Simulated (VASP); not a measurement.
CoSi2, 3 atoms in the cell. Symmetry: Immm, No. 71, orthorhombic system. Conventional cell: a = 3.702 Å, b = 3.702 Å, c = 5.611 Å, α = 90.00°, β = 90.00°, γ = 90.00°. Co (site symmetry mmm) has 8 Si at 2.22 to 2.43 Å within 2.9 Å. Within 2.9 Å of Si (site symmetry mm2) lie 4 Co at 2.22 to 2.43 Å and 5 Si at 2.46 to 2.64 Å.  This cell differs from its parent crystal: mode 6 frozen in at -0.164 Å, strain +e along z and -e/2 along x and y +0.0467.

| Item | Value |
| --- | --- |
| Program | VASP 6.6.1 |
| Task | single point |
| Functional | PBE |
| Potentials or basis | VASP PAW PBE potentials, release 64 (Co, Si) |
| Cutoff | 520 eV |
| k mesh | 12 × 12 × 12 |
| Occupations | gaussian, width 0.15 eV |
| Spin | no spin polarisation |
| Dipole correction | no |
| Further INCAR settings | ALGO = Normal; EDIFF = 1e-07; NBANDS = 16 |

Potentials or basis: VASP PAW PBE potentials, release 64 (Co, Si).

The run is started by

```bash
$ cat potpaw_PBE.64/Co/POTCAR potpaw_PBE.64/Si/POTCAR > POTCAR
$ mpirun -np 1 vasp_std > vasp.out
```

Hardware: 1 thread of Intel(R) Xeon(R) 6975P-C (Granite Rapids) (shared host).

How long does it take, and how much memory?

It took 86 s on 1 thread of Intel(R) Xeon(R) 6975P-C (Granite Rapids), with other jobs on the host, peak memory 0.29 GiB. Counts: scf iterations 15, k points 280.
